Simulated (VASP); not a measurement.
A run of VASP 6.6.1:

File INCAR:

```
PREC = Accurate ; ENCUT = 520
EDIFF = 1E-6 ; ISMEAR = 0
SIGMA = 0.05 ; LREAL = F
LASPH = T ; NELM = 60
ALGO = Normal ; ISIF = 2
LWAVE = F ; LCHARG = T
GGA = CA ; LELF = T
LVHAR = T ; NBANDS = 16
```

KPOINTS

```
regular mesh
0
Gamma
  9 9 6
```

File POSCAR:

```
AlN
1.0
    3.3030490248      0.0000000000      0.0000000000
   -1.6515245124      2.8605243654      0.0000000000
    0.0000000000      0.0000000000      4.1347231278
Al N
2 2
Direct
    0.3333333333      0.6666666667      0.7773448474
    0.6666666667      0.3333333333      0.2773448474
    0.3333333333      0.6666666667      0.1973259047
    0.6666666667      0.3333333333      0.6973259047
```

Potentials or basis: VASP PAW LDA potentials, release 64 (Al, N).

Command:

```console
$ cat potpaw_LDA.64/Al/POTCAR potpaw_LDA.64/N/POTCAR > POTCAR
$ mpirun -np 1 vasp_std > vasp.out
```

Hardware: 1 thread of Intel(R) Xeon(R) 6975P-C (Granite Rapids) (shared host).

Q: Estimate the wall time of this run.

A: Run time: 11 s on 1 thread of Intel(R) Xeon(R) 6975P-C (Granite Rapids), with other jobs on the host, peak memory 0.15 GiB. Counts: scf iterations 13, k points 48.
